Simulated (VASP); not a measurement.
# ScAl2Sb2As (P4/mmm) in VASP: a series of runs

Runs on ScAl2Sb2As. Level: PBE. Tasks: single point, relaxation of cell and atoms.

All numbers are computed with VASP 6.6.1; they aren't measurements. Logs are shortened: lines on timing, memory, paths and dates and some standing lists are left out, and cuts for length are marked.

### Step 1. The cell of the first run

Symmetry: P4/mmm, No. 123, tetragonal system. Conventional cell: a = 4.058 Å, b = 4.058 Å, c = 7.572 Å, α = 90.00°, β = 90.00°, γ = 90.00°. Sc (site symmetry 4/mmm) has 4 Al at 2.03 Å within 2.7 Å. Al (site symmetry mmm) has 2 Sc at 2.03 Å within 2.7 Å. Sb (site symmetry 4mm) has 4 Al at 2.77 Å and 4 Sc at 3.43 Å and 4 As at 3.44 Å within 3.6 Å. Within 4.5 Å of As (site symmetry 4/mmm) lie 8 Sb at 3.44 Å and 2 Sc at 3.79 Å and 4 As at 4.06 Å and 8 Al at 4.30 Å.

### Step 2. Single point, PBE

INCAR reads:

```
SYSTEM = ScAl2Sb2As
ALGO = Normal
EDIFF = 1E-6
ENCUT = 520
GGA = PE
ISIF = 2
ISMEAR = 0
LASPH = .TRUE.
LCHARG = .FALSE.
LREAL = .FALSE.
LWAVE = .FALSE.
NBANDS = 25
NELM = 80
PREC = Accurate
SIGMA = 0.1
```

KPOINTS reads:

```
k-points
0
G
  4 4 2
  0 0 0
```

POSCAR reads:

```
ScAl2Sb2As
1.0
    4.0579607400      0.0000000000      0.0000000000
    0.0000000000      4.0579607400      0.0000000000
    0.0000000000      0.0000000000      7.5715432700
Sc Al Sb As
1 2 2 1
Direct
    0.0000000000      0.0000000000      0.5000000000
    0.0000000000      0.5000000000      0.5000000000
    0.5000000000      0.0000000000      0.5000000000
    0.5000000000      0.5000000000      0.7487540200
    0.5000000000      0.5000000000      0.2512459800
    0.0000000000      0.0000000000      0.0000000000
```

Potentials or basis: VASP PAW PBE potentials, release 64 (Sc_sv, Al, Sb, As).

The run is started by

```bash
> cat potpaw_PBE.64/Sc_sv/POTCAR potpaw_PBE.64/Al/POTCAR potpaw_PBE.64/Sb/POTCAR potpaw_PBE.64/As/POTCAR > POTCAR
> mpirun -np 1 vasp_std > vasp.out
```

OUTCAR:

```text
SYSTEM = ScAl2Sb2As
   EDIFF = 1E-6
   ENCUT = 520
   GGA = PE
   ISIF = 2
   ISMEAR = 0
   LASPH = .TRUE.
   LREAL = .FALSE.
   NELM = 80
   PREC = Accurate

 ion  position               nearest neighbor table
   1  0.000  0.000  0.500-   2 2.03   3 2.03   2 2.03   3 2.03   4 3.43   4 3.43   5 3.43   5 3.43
                             4 3.43   5 3.43   4 3.43   5 3.43
   2  0.000  0.500  0.500-   1 2.03   1 2.03   5 2.77   4 2.77   4 2.77   5 2.77   3 2.87   3 2.87
                             3 2.87   3 2.87
   3  0.500  0.000  0.500-   1 2.03   1 2.03   5 2.77   4 2.77   5 2.77   4 2.77   2 2.87   2 2.87
                             2 2.87   2 2.87
   4  0.500  0.500  0.749-   2 2.77   3 2.77   3 2.77   2 2.77   1 3.43   1 3.43   1 3.43   1 3.43
                             5 3.77
   5  0.500  0.500  0.251-   2 2.77   3 2.77   3 2.77   2 2.77   1 3.43   1 3.43   1 3.43   1 3.43
                             4 3.77
   6  0.000  0.000  0.000-

  LATTYP: Found a simple tetragonal cell.
 ALAT       =     4.0579607400
 C/A-ratio  =     1.8658493157

  Lattice vectors:

 A1 = (   4.0579607400,   0.0000000000,   0.0000000000)
 A2 = (   0.0000000000,   4.0579607400,   0.0000000000)
 A3 = (   0.0000000000,   0.0000000000,   7.5715432700)

Analysis of symmetry for initial positions (statically):
=====================================================================
 Subroutine PRICEL returns:
 Original cell was already a primitive cell.

 Routine SETGRP: Setting up the symmetry group for a
 simple tetragonal supercell.

 Subroutine GETGRP returns: Found 16 space group operations
 (whereof 16 operations were pure point group operations)
 out of a pool of 16 trial point group operations.

The static configuration has the point symmetry D_4h.

Analysis of symmetry for dynamics (positions and initial velocities):
=====================================================================
 Subroutine PRICEL returns:
 Original cell was already a primitive cell.

 Routine SETGRP: Setting up the symmetry group for a
 simple tetragonal supercell.

 Subroutine GETGRP returns: Found 16 space group operations
 (whereof 16 operations were pure point group operations)
 out of a pool of 16 trial point group operations.

The dynamic configuration has the point symmetry D_4h.

 Subroutine INISYM returns: Found 16 space group operations
 (whereof 16 operations are pure point group operations),
 and found     1 'primitive' translations

----------------------------------------------------------------------------------------

                                     Primitive cell

  volume of cell :     124.6809

  direct lattice vectors                    reciprocal lattice vectors
     4.057960740  0.000000000  0.000000000     0.246429195  0.000000000  0.000000000
     0.000000000  4.057960740  0.000000000     0.000000000  0.246429195  0.000000000
     0.000000000  0.000000000  7.571543270     0.000000000  0.000000000  0.132073471

  length of vectors
     4.057960740  4.057960740  7.571543270     0.246429195  0.246429195  0.132073471

  position of ions in fractional coordinates (direct lattice)
     0.000000000  0.000000000  0.500000000
     0.000000000  0.500000000  0.500000000
     0.500000000  0.000000000  0.500000000
     0.500000000  0.500000000  0.748754020
     0.500000000  0.500000000  0.251245980
     0.000000000  0.000000000  0.000000000

  ion indices of the primitive-cell ions
   primitive index   ion index
                 1           1
                 2           2
                 3           3
                 4           4
                 5           5
                 6           6

----------------------------------------------------------------------------------------

 KPOINTS: k-points

Automatic generation of k-mesh.
 Grid dimensions read from file:
 generate k-points for:    4    4    2

 Generating k-lattice:

  Cartesian coordinates                     Fractional coordinates (reciprocal lattice)
     0.061607299  0.000000000  0.000000000     0.250000000  0.000000000  0.000000000
     0.000000000  0.061607299  0.000000000     0.000000000  0.250000000  0.000000000
     0.000000000  0.000000000  0.066036735     0.000000000  0.000000000  0.500000000

  Length of vectors
     0.061607299  0.061607299  0.066036735

  Shift w.r.t. Gamma in fractional coordinates (k-lattice)
     0.000000000  0.000000000  0.000000000

 Subroutine IBZKPT returns following result:
 ===========================================

 Found     12 irreducible k-points:

 Following reciprocal coordinates:
            Coordinates               Weight
  0.000000  0.000000  0.000000      1.000000
  0.250000  0.000000  0.000000      4.000000
  0.500000  0.000000  0.000000      2.000000
  0.250000  0.250000  0.000000      4.000000
  0.500000  0.250000  0.000000      4.000000
  0.500000  0.500000  0.000000      1.000000
  0.000000  0.000000  0.500000      1.000000
  0.250000  0.000000  0.500000      4.000000
  0.500000  0.000000  0.500000      2.000000
  0.250000  0.250000  0.500000      4.000000
  0.500000  0.250000  0.500000      4.000000
  0.500000  0.500000  0.500000      1.000000
   k-points           NKPTS =     12   k-points in BZ     NKDIM =     12   number of bands    NBANDS=     25
   number of dos      NEDOS =    301   number of ions     NIONS =      6
   total plane-waves  NPLWV =  50400
   dimension x,y,z NGX =    30 NGY =   30 NGZ =   56
   dimension x,y,z NGXF=    60 NGYF=   60 NGZF=  112
   ions per type =               1   2   2   1
   NGX,Y,Z   is equivalent  to a cutoff of  12.29, 12.29, 12.30 a.u.
   NGXF,Y,Z  is equivalent  to a cutoff of  24.58, 24.58, 24.59 a.u.
 SYSTEM =  ScAl2Sb2As
   PREC   = accura    normal or accurate (medium, high low for compatibility)
   ISTART =      0    job   : 0-new  1-cont  2-samecut
   ICHARG =      2    charge: 1-file 2-atom 10-const
   ISPIN  =      1    spin polarized calculation?
   LNONCOLLINEAR =      F non collinear calculations
   LSORBIT =      F    spin-orbit coupling
   LASPH  =      T    aspherical Exc in radial PAW
   ENCUT  =  520.0 eV  38.22 Ry    6.18 a.u.   7.55  7.55 14.08*2*pi/ulx,y,z
   NELM   =     80;   NELMIN=  2; NELMDL= -5     # of ELM steps
   EDIFF  = 0.1E-05   stopping-criterion for ELM
   LREAL  =      F    real-space projection
   EDIFFG = 0.1E-04   stopping-criterion for IOM
   NSW    =      0    number of steps for IOM
   IBRION =     -1    ionic relax: 0-MD 1-quasi-New 2-CG
   NFREE  =      0    steps in history (QN), initial steepest desc. (CG)
   ISIF   =      2    stress and relaxation
   ISYM   =      2    0-nonsym 1-usesym 2-fastsym
   POTIM  = 0.5000    time-step for ionic-motion
   TEBEG  =    0.0;   TEEND  =   0.0 temperature during run
   PSTRESS=    0.0 pullay stress
   NELECT =      32.0000    total number of electrons
   NUPDOWN=      -1.0000    fix difference up-down
   EMIN   =  10.00;   EMAX   =-10.00  energy-range for DOS
   EFERMI =   0.00;   METHOD = LEGACY
   ISMEAR =     0;   SIGMA  =   0.10  broadening in eV -4-tet -1-fermi 0-gaus
   EFERMI_NEDOS =   21; number of points for ismear=-14 and -15
   IALGO  =     38    algorithm
   IMIX   =      4    mixing-type and parameters
     AMIX     =   0.40;   BMIX     =  1.00
     AMIX_MAG =   1.60;   BMIX_MAG =  1.00
  volume/ion in A,a.u.               =      20.78       140.23
  Fermi-wavevector in a.u.,A,eV,Ry     =   1.040379  1.966031 14.726781  1.082388
  Thomas-Fermi vector in A             =   2.174952
   LORBIT       =      0    0 simple, 1 ext, 2 COOP (PROOUT), +10 PAW based schemes
   GGA     = PE    functional components
   LHFCALC =     F    Hartree Fock is set to
   AEXX    =    0.0000 exact exchange contribution
   IVDW    =     0    specifies the selected vdW correction
   LEPSILON=     F    determine dielectric tensor
   LRPA    =     F    only Hartree local field effects (RPA)
 non-spin polarized calculation
 Gauss-broadening in eV      SIGMA  =   0.10
  energy-cutoff  :      520.00
  volume of cell :      124.68
 maximum number of plane-waves:      3370
   NGX = 15   NGY = 15   NGZ = 29

 number of electron      32.0000000 magnetization

 Free energy of the ion-electron system (eV)
  ---------------------------------------------------
  ext. energy  EPLUGINS =         0.00000000
  ---------------------------------------------------
  free energy    TOTEN  =       -15.01607232 eV

  energy without entropy =      -14.98860779  energy(sigma->0) =      -15.00234006

 E-fermi :   7.2102     XC(G=0): -10.1590

 val. band max:        7.1923504417   @ k =   0.5000   0.5000   0.5000
 cond. band min:       7.2688479607   @ k =   0.0000   0.0000   0.0000
 fundamental gap:      0.0764975190
 Fermi energy:         7.2102436870

 k-point     1 :       0.0000    0.0000    0.0000
  band No.  band energies     occupation
      1     -40.9700      2.00000
      2     -20.2104      2.00000
      3     -20.2104      2.00000
      4     -19.7293      2.00000
      5      -5.1427      2.00000
      6      -2.9134      2.00000
[... 17 lines left out ...]
     24      10.9319      0.00000
     25      12.2327      0.00000

 k-point     2 :       0.2500    0.0000    0.0000
  band No.  band energies     occupation
      1     -40.9638      2.00000
      2     -20.2692      2.00000
      3     -20.2099      2.00000
      4     -19.7283      2.00000
      5      -4.6536      2.00000
      6      -2.7310      2.00000
[... 17 lines left out ...]
     24      11.1481      0.00000
     25      11.1971      0.00000

 k-point     3 :       0.5000    0.0000    0.0000
  band No.  band energies     occupation
      1     -40.9576      2.00000
      2     -20.3274      2.00000
      3     -20.2094      2.00000
      4     -19.7273      2.00000
      5      -3.7687      2.00000
      6      -2.9427      2.00000
[... 216 lines left out ...]
 k-point    11 :       0.5000    0.2500    0.5000
  band No.  band energies     occupation
      1     -40.9514      2.00000
      2     -20.3252      2.00000
      3     -20.2665      2.00000
      4     -19.7268      2.00000
      5      -3.3681      2.00000
      6      -2.6892      2.00000
[... 17 lines left out ...]
     24      10.4904      0.00000
     25      12.1763      0.00000

 k-point    12 :       0.5000    0.5000    0.5000
  band No.  band energies     occupation
      1     -40.9452      2.00000
      2     -20.3231      2.00000
      3     -20.3231      2.00000
      4     -19.7261      2.00000
      5      -3.0617      2.00000
      6      -2.4414      2.00000
[... 17 lines left out ...]
     24      10.8236      0.00000
     25      10.8236      0.00000

------------------------ aborting loop because EDIFF is reached ----------------------------------------

  FORCE on cell =-STRESS in cart. coord.  units (eV):
  Direction    XX          YY          ZZ          XY          YZ          ZX
  --------------------------------------------------------------------------------------
  -------------------------------------------------------------------------------------
  Total       30.6742840     30.6742840      3.7519797      0.0000000      0.0000000     -0.0000000
  in kB      394.1712331    394.1712331     48.2137567      0.0000000      0.0000000     -0.0000000
  external PRESSURE =     278.8520743 kB  Pullay stress =       0.0000000 kB

 VOLUME and BASIS-vectors are now :
 -----------------------------------------------------------------------------
  energy-cutoff  :      520.00
  volume of cell :      124.68
      direct lattice vectors                 reciprocal lattice vectors
     4.057960740  0.000000000  0.000000000     0.246429195  0.000000000  0.000000000
     0.000000000  4.057960740  0.000000000     0.000000000  0.246429195  0.000000000
     0.000000000  0.000000000  7.571543270     0.000000000  0.000000000  0.132073471

 POSITION                                       TOTAL-FORCE (eV/Angst)
 -----------------------------------------------------------------------------------
      0.00000      0.00000      3.78577        -0.000000     -0.000000      0.000000
      0.00000      2.02898      3.78577        -0.000000     -0.000000      0.000000
      2.02898      0.00000      3.78577        -0.000000     -0.000000      0.000000
      2.02898      2.02898      5.66922         0.000000      0.000000      1.849622
      2.02898      2.02898      1.90232        -0.000000      0.000000     -1.849622
      0.00000      0.00000      0.00000        -0.000000     -0.000000      0.000000
 -----------------------------------------------------------------------------------
    total drift:                                0.000000      0.000000      0.000000

  FREE ENERGIE OF THE ION-ELECTRON SYSTEM (eV)
  ---------------------------------------------------
  free  energy   TOTEN  =       -15.0160723226 eV

  energy  without entropy=      -14.9886077887  energy(sigma->0) =      -15.00234006
```

It took 22 s on 1 thread of Intel Xeon 6975P-C (Granite Rapids), shared host; peak memory 0.23 GiB.

What came out:

| Property | Result |
| --- | --- |
| Free energy | -15.0161 eV |
| Pressure | 27.9 GPa |
| Largest force | 1.850 eV/Å |
| Band gap on the k mesh | zero (band 16 reaches 7.73 eV, above the bottom of band 17 at 6.48 eV) |

Forces on the atoms (eV/Å):
```
Sc   0.000  0.000  0.000
Al   0.000  0.000  0.000
Al   0.000  0.000  0.000
Sb   0.000  0.000  1.850
Sb   0.000  0.000 -1.850
As   0.000  0.000  0.000
```

Caveat: the k points lie up to 0.41 Å⁻¹ apart; spin-orbit coupling is left out, which moves the levels of the heavy elements; forces of over 1 eV/Å act on the atoms, so gaps and moduli don't describe the material at rest.

### Step 3. Single point, PBE

This run uses another cell than the first one, of 28.14 Å³/atom, 1.354 times its volume.

INCAR reads:

```
PREC     = Accurate       # precision mode
ENCUT    = 520            # plane-wave cutoff, eV
EDIFF    = 1E-6           # SCF threshold, eV
ISMEAR   = 0              # smearing method
SIGMA    = 0.1            # smearing width, eV
LREAL    = F              # projectors in reciprocal space
LASPH    = T              # aspherical terms in the spheres
NELM     = 60             # most SCF steps
ALGO     = Normal         # electronic algorithm
ISIF     = 2              # what is computed and relaxed
LWAVE    = F              # write WAVECAR
LCHARG   = F              # write CHGCAR
GGA      = PE             # functional
NBANDS   = 25             # bands
```

KPOINTS reads:

```
regular mesh
0
Gamma
  4 4 2
```

POSCAR reads:

```
ScAl2Sb2As
1.0
    5.2668442607      0.0000000000      0.0000000000
    0.0000000000      5.2668442607      0.0000000000
    0.0000000000      0.0000000000      6.0869375213
Sc Al Sb As
1 2 2 1
Direct
    0.0000000000      0.0000000000      0.5000000000
    0.0000000000      0.5000000000      0.5000000000
    0.5000000000      0.0000000000      0.5000000000
    0.5000000000      0.5000000000      0.7725448091
    0.5000000000      0.5000000000      0.2274551909
    0.0000000000      0.0000000000      0.0000000000
```

Potentials or basis: VASP PAW PBE potentials, release 64 (Sc_sv, Al, Sb, As).

The run is started by

```bash
> cat potpaw_PBE.64/Sc_sv/POTCAR potpaw_PBE.64/Al/POTCAR potpaw_PBE.64/Sb/POTCAR potpaw_PBE.64/As/POTCAR > POTCAR
> mpirun -np 1 vasp_std > vasp.out
```

Wall time 27 s (1 thread of Intel Xeon 6975P-C (Granite Rapids), shared host); peak memory 0.29 GiB.

It converged, with:

```
Free energy            : -23.2146 eV
Pressure               : 0.0 GPa
Largest force          : 0.034 eV/Å
Band gap on the k mesh : zero (band 16 reaches 4.99 eV, above the bottom of band 17 at 3.86 eV)
```

Forces in eV/Å, atoms in the order of the input:
```
Sc   0.000  0.000  0.000
Al   0.000  0.000  0.000
Al   0.000  0.000  0.000
Sb   0.000  0.000 -0.034
Sb   0.000  0.000  0.034
As   0.000  0.000  0.000
```

Levels at points of the mesh, in eV from the Fermi level:
```tsv
k point	band 12	band 13	band 14	band 15	band 16	band 17	band 18	band 19
(0.00, 0.00, 0.00)	-1.92	-1.38	-0.18	-0.18	0.00	0.00	0.86	1.73
(0.50, 0.00, 0.00)	-2.38	-1.01	-0.67	-0.09	0.07	0.37	0.40	0.64
(0.50, 0.50, 0.00)	-1.74	-1.74	-1.42	-0.97	-0.97	0.01	1.41	1.65
(0.00, 0.00, 0.50)	-2.18	-2.18	-1.73	-1.28	0.70	0.70	0.89	1.30
(0.50, 0.00, 0.50)	-1.77	-1.44	-1.26	-0.89	-0.86	-0.43	0.42	0.52
(0.50, 0.50, 0.50)	-3.14	-0.74	-0.68	-0.28	0.01	1.06	1.06	1.97
```

Caveat: the k points lie up to 0.52 Å⁻¹ apart; spin-orbit coupling is left out, which moves the levels of the heavy elements.

[end of part 1 of 2]
